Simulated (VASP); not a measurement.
# Si2N (P1) in VASP: single point with PBE

Aim: the single point of Si2N with PBE.

Program: VASP 6.6.1. These are calculated values, not measurements. Logs are shortened: lines on timing, memory, paths and dates and some standing lists are left out, and cuts for length are marked.

### 1 The cell of the first run

The typed cell holds 6 atoms: a = 2.739 Å, b = 2.739 Å, c = 10.612 Å, α = 83.17°, β = 83.17°, γ = 90.58°.

### 2 Single point, PBE

INCAR reads:

```
SYSTEM = Si2N
PREC = Accurate
ENCUT = 520
EDIFF = 1E-6
ISMEAR = 0
SIGMA = 0.2
LREAL = .FALSE.
LASPH = .TRUE.
NELM = 100
ALGO = Normal
ISIF = 2
LWAVE = .FALSE.
LCHARG = .FALSE.
GGA = PE
NBANDS = 22
```

KPOINTS reads:

```
regular mesh
0
G
  8 8 2
  0 0 0
```

POSCAR reads:

```
Si2N
1.0
    2.7336547280     -0.0187819460      0.1629443490
   -0.0185616264      2.7336107721      0.1630746806
    0.6380030993      0.6376640312     10.5736825840
Si N
4 2
Direct
    0.4384458328     -0.0604066731      0.1205948441
    0.4448619553     -0.0514130626      0.6201817906
    0.0589661040      0.5630316026      0.3794154023
    0.0529192303      0.5537637466      0.8797906515
   -0.0008922905      0.9926506853      0.0003270851
    0.0056991679      1.0023737012      0.4996902263
```

Potentials or basis: VASP PAW PBE potentials, release 64 (Si, N).

The run is started by

```
cat potpaw_PBE.64/Si/POTCAR potpaw_PBE.64/N/POTCAR > POTCAR
mpirun -np 1 vasp_std > vasp.out
```

OUTCAR:

```text
SYSTEM = Si2N
   PREC = Accurate
   ENCUT = 520
   EDIFF = 1E-6
   ISMEAR = 0
   LREAL = .FALSE.
   LASPH = .TRUE.
   NELM = 100
   ISIF = 2
   GGA = PE

 ion  position               nearest neighbor table
   1  0.438  0.940  0.121-   5 1.85   5 1.87   3 2.88
   2  0.445  0.949  0.620-   6 1.85   6 1.87   4 2.91
   3  0.059  0.563  0.379-   6 1.85   6 1.87   1 2.88
   4  0.053  0.554  0.880-   5 1.85   5 1.87   2 2.91
   5  0.999  0.993  0.000-   1 1.85   4 1.85   1 1.87   4 1.87
   6  0.006  0.002  0.500-   3 1.85   2 1.85   3 1.87   2 1.87

  LATTYP: Found a base centered monoclinic cell.
 ALAT       =    22.2026226946
 B/A-ratio  =     0.1753102082
 C/A-ratio  =     0.4779655473
 COS(beta)  =    -0.9852610312

  Lattice vectors:

 A1 = (  -3.3716578273,  -0.6188820852, -10.7366269330)
 A2 = (  -0.6194414729,  -3.3712748033, -10.7367572646)
 A3 = (   0.6380030993,   0.6376640312,  10.5736825840)

Analysis of symmetry for initial positions (statically):
=====================================================================
 Subroutine PRICEL returns:
 Original cell was already a primitive cell.

 Routine SETGRP: Setting up the symmetry group for a
 base centered monoclinic supercell.

 Subroutine GETGRP returns: Found  1 space group operations
 (whereof  1 operations were pure point group operations)
 out of a pool of  4 trial point group operations.

The static configuration has the point symmetry C_1 .

Analysis of symmetry for dynamics (positions and initial velocities):
=====================================================================
 Subroutine PRICEL returns:
 Original cell was already a primitive cell.

 Routine SETGRP: Setting up the symmetry group for a
 base centered monoclinic supercell.

 Subroutine GETGRP returns: Found  1 space group operations
 (whereof  1 operations were pure point group operations)
 out of a pool of  4 trial point group operations.

The dynamic configuration has the point symmetry C_1 .

 Subroutine INISYM returns: Found  1 space group operations
 (whereof  1 operations are pure point group operations),
 and found     1 'primitive' translations

----------------------------------------------------------------------------------------

                                     Primitive cell

  volume of cell :      78.4384

  direct lattice vectors                    reciprocal lattice vectors
     2.733654728 -0.018781946  0.162944349     0.367171281  0.003828568 -0.022385555
    -0.018561626  2.733610772  0.163074681     0.003856503  0.367177561 -0.022375968
     0.638003099  0.637664031 10.573682584    -0.005717723 -0.005721867  0.095264497

  length of vectors
     2.738571123  2.738533501 10.612088709     0.367872968  0.367878945  0.095607304

  position of ions in fractional coordinates (direct lattice)
     0.438445833  0.939593327  0.120594844
     0.444861955  0.948586937  0.620181791
     0.058966104  0.563031603  0.379415402
     0.052919230  0.553763747  0.879790652
     0.999107710  0.992650685  0.000327085
     0.005699168  0.002373701  0.499690226

  ion indices of the primitive-cell ions
   primitive index   ion index
                 1           1
                 2           2
                 3           3
                 4           4
                 5           5
                 6           6

----------------------------------------------------------------------------------------

 KPOINTS: regular mesh

Automatic generation of k-mesh.
 Grid dimensions read from file:
 generate k-points for:    8    8    2

 Generating k-lattice:

  Cartesian coordinates                     Fractional coordinates (reciprocal lattice)
     0.045896410  0.000478571 -0.002798194     0.125000000 -0.000000000 -0.000000000
     0.000482063  0.045897195 -0.002796996     0.000000000  0.125000000  0.000000000
    -0.002858861 -0.002860934  0.047632249    -0.000000000 -0.000000000  0.500000000

  Length of vectors
     0.045984121  0.045984868  0.047803652

  Shift w.r.t. Gamma in fractional coordinates (k-lattice)
     0.000000000  0.000000000  0.000000000

 -----------------------------------------------------------------------------
|                                                                             |
|           W    W    AA    RRRRR   N    N  II  N    N   GGGG   !!!           |
|           W    W   A  A   R    R  NN   N  II  NN   N  G    G  !!!           |
|           W    W  A    A  R    R  N N  N  II  N N  N  G       !!!           |
|           W WW W  AAAAAA  RRRRR   N  N N  II  N  N N  G  GGG   !            |
|           WW  WW  A    A  R   R   N   NN  II  N   NN  G    G                |
|           W    W  A    A  R    R  N    N  II  N    N   GGGG   !!!           |
|                                                                             |
|     Your reciprocal lattice and k-lattice belong to different lattice       |
|     classes:                                                                |
|                                                                             |
|        The reciprocal lattice is triclinic,                                 |
|        whereas your k-lattice is base-centered monoclinic.                  |
|                                                                             |
|     Results are often still useful ...                                      |
|                                                                             |
 -----------------------------------------------------------------------------

 Subroutine IBZKPT returns following result:
 ===========================================

 Found     68 irreducible k-points:

 Following reciprocal coordinates:
            Coordinates               Weight
  0.000000  0.000000  0.000000      1.000000
  0.125000 -0.000000  0.000000      2.000000
  0.250000 -0.000000  0.000000      2.000000
  0.375000 -0.000000  0.000000      2.000000
  0.500000 -0.000000  0.000000      1.000000
 -0.000000  0.125000  0.000000      2.000000
[... 16 lines left out ...]
  0.125000  0.375000  0.000000      2.000000
  0.250000  0.375000  0.000000      2.000000
 [... further k-points ...]
   k-points           NKPTS =     68   k-points in BZ     NKDIM =     68   number of bands    NBANDS=     22
   number of dos      NEDOS =    301   number of ions     NIONS =      6
   total plane-waves  NPLWV =  32000
   dimension x,y,z NGX =    20 NGY =   20 NGZ =   80
   dimension x,y,z NGXF=    40 NGYF=   40 NGZF=  160
   ions per type =               4   2
   NGX,Y,Z   is equivalent  to a cutoff of  12.14, 12.14, 12.53 a.u.
   NGXF,Y,Z  is equivalent  to a cutoff of  24.28, 24.28, 25.07 a.u.
 SYSTEM =  Si2N
   PREC   = accura    normal or accurate (medium, high low for compatibility)
   ISTART =      0    job   : 0-new  1-cont  2-samecut
   ICHARG =      2    charge: 1-file 2-atom 10-const
   ISPIN  =      1    spin polarized calculation?
   LNONCOLLINEAR =      F non collinear calculations
   LSORBIT =      F    spin-orbit coupling
   LASPH  =      T    aspherical Exc in radial PAW
   ENCUT  =  520.0 eV  38.22 Ry    6.18 a.u.   5.09  5.09 19.73*2*pi/ulx,y,z
   NELM   =    100;   NELMIN=  2; NELMDL= -5     # of ELM steps
   EDIFF  = 0.1E-05   stopping-criterion for ELM
   LREAL  =      F    real-space projection
[... 7 lines left out ...]
   TEBEG  =    0.0;   TEEND  =   0.0 temperature during run
   PSTRESS=    0.0 pullay stress
   NELECT =      26.0000    total number of electrons
   NUPDOWN=      -1.0000    fix difference up-down
   EMIN   =  10.00;   EMAX   =-10.00  energy-range for DOS
   EFERMI =   0.00;   METHOD = LEGACY
   ISMEAR =     0;   SIGMA  =   0.20  broadening in eV -4-tet -1-fermi 0-gaus
   EFERMI_NEDOS =   21; number of points for ismear=-14 and -15
   IALGO  =     38    algorithm
   IMIX   =      4    mixing-type and parameters
     AMIX     =   0.40;   BMIX     =  1.00
     AMIX_MAG =   1.60;   BMIX_MAG =  1.00
  volume/ion in A,a.u.               =      13.07        88.22
  Fermi-wavevector in a.u.,A,eV,Ry     =   1.132982  2.141025 17.465089  1.283648
  Thomas-Fermi vector in A             =   2.269684
   LORBIT       =      0    0 simple, 1 ext, 2 COOP (PROOUT), +10 PAW based schemes
   GGA     = PE    functional components
   LHFCALC =     F    Hartree Fock is set to
   AEXX    =    0.0000 exact exchange contribution
   IVDW    =     0    specifies the selected vdW correction
   LEPSILON=     F    determine dielectric tensor
   LRPA    =     F    only Hartree local field effects (RPA)
 non-spin polarized calculation
 Gauss-broadening in eV      SIGMA  =   0.20
  energy-cutoff  :      520.00
  volume of cell :       78.44
 maximum number of plane-waves:      2132
   NGX = 11   NGY = 11   NGZ = 39

 number of electron      26.0000000 magnetization

 Free energy of the ion-electron system (eV)
  ---------------------------------------------------
  ext. energy  EPLUGINS =         0.00000000
  ---------------------------------------------------
  free energy    TOTEN  =       -38.17065011 eV

  energy without entropy =      -38.15503997  energy(sigma->0) =      -38.16284504

 E-fermi :   8.1828     XC(G=0): -10.8023

 val. band max:        8.0154444611   @ k =   0.5000  -0.0000   0.0000
 cond. band min:       8.2063220512   @ k =   0.3750   0.2500   0.0000
 fundamental gap:      0.1908775901
 Fermi energy:         8.1828468064

 k-point     1 :       0.0000    0.0000    0.0000
  band No.  band energies     occupation
      1     -10.6993      2.00000
      2     -10.6410      2.00000
      3      -3.7589      2.00000
      4      -2.6353      2.00000
      5      -0.4474      2.00000
      6       3.3561      2.00000
[... 14 lines left out ...]
     21      15.7587      0.00000
     22      15.9856      0.00000

 k-point     2 :       0.1250   -0.0000    0.0000
  band No.  band energies     occupation
      1     -10.5078      2.00000
      2     -10.4533      2.00000
      3      -3.4951      2.00000
      4      -2.4252      2.00000
      5      -0.2300      2.00000
      6       2.5895      2.00000
[... 542 lines left out ...]
 k-point    24 :       0.2500    0.3750    0.0000
  band No.  band energies     occupation
      1      -8.6789      2.00000
      2      -8.6623      2.00000
      3      -0.9283      2.00000
      4      -0.8283      2.00000
      5      -0.2357      2.00000
      6      -0.1076      2.00000
[... 14 lines left out ...]
     21      14.8947      0.00000
     22      15.0476      0.00000

 [... further k-points ...]

------------------------ aborting loop because EDIFF is reached ----------------------------------------

  FORCE on cell =-STRESS in cart. coord.  units (eV):
  Direction    XX          YY          ZZ          XY          YZ          ZX
  --------------------------------------------------------------------------------------
  -------------------------------------------------------------------------------------
  Total       -0.0465081     -0.0474238     -0.0247253     -0.0088855      0.0321153      0.0297331
  in kB       -0.9499700     -0.9686741     -0.5050379     -0.1814941      0.6559838      0.6073253
  external PRESSURE =      -0.8078940 kB  Pullay stress =       0.0000000 kB

 VOLUME and BASIS-vectors are now :
 -----------------------------------------------------------------------------
  energy-cutoff  :      520.00
  volume of cell :       78.44
      direct lattice vectors                 reciprocal lattice vectors
     2.733654728 -0.018781946  0.162944349     0.367171281  0.003828568 -0.022385555
    -0.018561626  2.733610772  0.163074681     0.003856503  0.367177561 -0.022375968
     0.638003099  0.637664031 10.573682584    -0.005717723 -0.005721867  0.095264497

 POSITION                                       TOTAL-FORCE (eV/Angst)
 -----------------------------------------------------------------------------------
      1.25806      2.63715      1.49980         0.003630      0.000335     -0.028687
      1.59417      2.98018      6.78478         0.003678      0.000489     -0.020860
      0.39281      1.77994      4.11324        -0.001008     -0.004158      0.027229
      0.69569      2.07379      9.40155        -0.001885     -0.008293      0.025015
      2.71300      2.69496      0.32813        -0.001797      0.011551      0.004656
      0.33434      0.32502      5.28488        -0.002617      0.000077     -0.007353
 -----------------------------------------------------------------------------------
    total drift:                               -0.000254      0.000228     -0.000006

  FREE ENERGIE OF THE ION-ELECTRON SYSTEM (eV)
  ---------------------------------------------------
  free  energy   TOTEN  =       -38.1706501126 eV

  energy  without entropy=      -38.1550399743  energy(sigma->0) =      -38.16284504
```

It took 55 s on 1 thread of AMD EPYC 7R13 (Zen 3), shared host; peak memory 0.19 GiB.

Results:

- Free energy: -38.1707 eV
- Pressure: -0.1 GPa
- Largest force: 0.029 eV/Å
- Band gap on the k mesh: zero (bands 13 and 14 overlap by 3.35 eV)

Forces in eV/Å, atoms in the order of the input:
```
Si   0.004  0.000 -0.029
Si   0.004  0.000 -0.021
Si  -0.001 -0.004  0.027
Si  -0.002 -0.008  0.025
N   -0.002  0.012  0.005
N   -0.003  0.000 -0.007
```

Stress tensor (GPa, compression positive):
```
-0.09 -0.02  0.06
-0.02 -0.10  0.07
 0.06  0.07 -0.05
```

Levels at points of the mesh, in eV from the Fermi level:
```csv
k point,band 11,band 12,band 13,band 14,band 15,band 16
"(0.00, 0.00, 0.00)",-3.72,-0.45,1.09,2.65,4.56,6.43
"(0.50, 0.00, 0.00)",-2.95,-2.68,-2.18,-0.17,0.86,3.22
"(0.00, 0.50, 0.00)",-2.95,-2.68,-2.18,-0.17,0.86,3.22
"(0.50, 0.50, 0.00)",-1.91,-1.29,-0.84,-0.61,0.12,1.10
"(0.00, 0.00, 0.50)",-2.13,-2.11,2.01,2.02,5.29,5.31
"(0.50, 0.00, 0.50)",-2.97,-2.95,-0.80,-0.76,1.77,1.78
"(0.00, 0.50, 0.50)",-2.97,-2.96,-0.81,-0.76,1.76,1.79
"(0.50, 0.50, 0.50)",-1.59,-1.52,-0.85,-0.84,0.73,0.82
```
